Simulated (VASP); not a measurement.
Write the native input for VASP 6.6.1 that does the following.

- Task: single point
- Functional: PBEsol
- Potentials or basis: VASP PAW PBE potentials, release 64 (Zn, Se)
- Cutoff: 500 eV
- k mesh: 8 × 8 × 8
- Occupations: gaussian, width 0.02 eV
- Spin: no spin polarisation
- Dipole correction: no
- Further INCAR settings: ALGO = Normal; EDIFF = 1e-06; NBANDS = 16

The structure of ZnSe lies in POSCAR:

```
ZnSe
1.0
    0.0000000000      2.8168001861      2.8168001861
    2.8168001861      0.0000000000      2.8168001861
    2.8168001861      2.8168001861      0.0000000000
Zn Se
1 1
Direct
    0.0000000000      0.0000000000      0.0000000000
    0.2500000000      0.2500000000      0.2500000000
```

These files were run (other wordings do the same):

INCAR

```
SYSTEM = ZnSe
  ALGO = Normal
  EDIFF = 1E-6
  ENCUT = 500
  GGA = PS
  GGA_COMPAT = .FALSE.
  ISIF = 2
  ISMEAR = 0
  LASPH = .TRUE.
  LCHARG = .FALSE.
  LREAL = .FALSE.
  LWAVE = .FALSE.
  NBANDS = 16
  NELM = 120
  PREC = Accurate
  SIGMA = 0.02
```

KPOINTS

```
k-points
0
G
  8 8 8
  0 0 0
```

Potentials or basis: VASP PAW PBE potentials, release 64 (Zn, Se).

Run with:

```bash
$ cat potpaw_PBE.64/Zn/POTCAR potpaw_PBE.64/Se/POTCAR > POTCAR
$ mpirun -np 1 vasp_std > vasp.out
```

It gave:

| Quantity | Value |
| --- | --- |
| Pressure | 0.3 GPa |
| Band gap on the k mesh | 1.24 eV |

Caveat: the PAW data sets were made with another functional, which shifts forces and pressure a little.

It took 11 s on 1 thread of Intel(R) Xeon(R) 6975P-C (Granite Rapids), on a shared host, peak memory 0.17 GiB.
